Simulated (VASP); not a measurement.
Wanted: the native input for a VASP 6.6.1 run.

```yaml
Task: single point
Functional: PBE
Potentials_or_basis: VASP PAW PBE potentials, release 64 (Hf_pv, C)
Cutoff: 520 eV
k_mesh: 10 × 10 × 10
Occupations: fermi-dirac, width 0.05 eV
Spin: no spin polarisation
Dipole_correction: no
Further_INCAR_settings: ALGO = Normal; EDIFF = 1e-06; NBANDS = 14
```

The structure of HfC lies in POSCAR:

```
HfC
1.0
    0.0000000000      2.3250000000      2.3250000000
    2.3250000000      0.0000000000      2.3250000000
    2.3250000000      2.3250000000      0.0000000000
Hf C
1 1
Direct
    0.5000000000      0.5000000000      0.5000000000
    0.0000000000      0.0000000000      0.0000000000
```

These files were run (other wordings do the same):

INCAR

```
PREC = Accurate ; ENCUT = 520
EDIFF = 1E-6 ; ISMEAR = -1
SIGMA = 0.05 ; LREAL = False
LASPH = True ; NELM = 80
ALGO = Normal ; ISIF = 2
LWAVE = False ; LCHARG = False
GGA = PE ; NBANDS = 14
```

KPOINTS

```
regular mesh
0
Gamma
  10 10 10
```

Potentials or basis: VASP PAW PBE potentials, release 64 (Hf_pv, C).

Launch:

```console
$ cat potpaw_PBE.64/Hf_pv/POTCAR potpaw_PBE.64/C/POTCAR > POTCAR
$ mpirun -np 1 vasp_std > vasp.out
```

It gave:

| Property | Result |
| --- | --- |
| Pressure | -0.4 GPa |
| Band gap on the k mesh | zero (band 7 reaches 6.95 eV, above the bottom of band 8 at 5.55 eV) |

Caveat: spin-orbit coupling is left out, which moves the levels of the heavy elements.

Run time: 16 s on 1 thread of AMD EPYC 7R43 64-Core Processor (Zen 3), on a shared host, peak memory 0.11 GiB.
